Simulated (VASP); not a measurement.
PbSe, 2 atoms in the cell. It takes space group F-43m (No. 216, cubic). The conventional cell has a = 6.848 Å, b = 6.848 Å, c = 6.848 Å, α = 90.00°, β = 90.00°, γ = 90.00°. Within 3.9 Å of Pb (site symmetry -43m) lie 4 Se at 2.97 Å. Se (site symmetry -43m) has 4 Pb at 2.97 Å within 3.9 Å. 

| Property | Result |
| --- | --- |
| Program | VASP 6.6.1 |
| Task | single point |
| Functional | r2SCAN |
| Potentials or basis | VASP PAW PBE potentials, release 64 (Pb_d, Se) |
| Cutoff | 520 eV |
| k mesh | 8 × 8 × 8 |
| Occupations | gaussian, width 0.02 eV |
| Spin | no spin polarisation |
| Dipole correction | no |
| Further INCAR settings | ALGO = Normal; EDIFF = 1e-07; NBANDS = 17 |

Potentials or basis: VASP PAW PBE potentials, release 64 (Pb_d, Se).

Launch:

```bash
$ cat potpaw_PBE.64/Pb_d/POTCAR potpaw_PBE.64/Se/POTCAR > POTCAR
$ cp INCAR.step1 INCAR
$ mpirun -np 1 vasp_std > vasp.out
$ cp INCAR.step2 INCAR
$ mpirun -np 1 vasp_std > vasp.out
```

Hardware: 1 thread of Intel Xeon 8259CL, with other jobs on the host.

Question: Estimate the wall time of this run.

Answer: Wall time 3.4 min on 1 thread of Intel Xeon 8259CL (shared host), peak memory 0.24 GiB. Counts: k points 29.
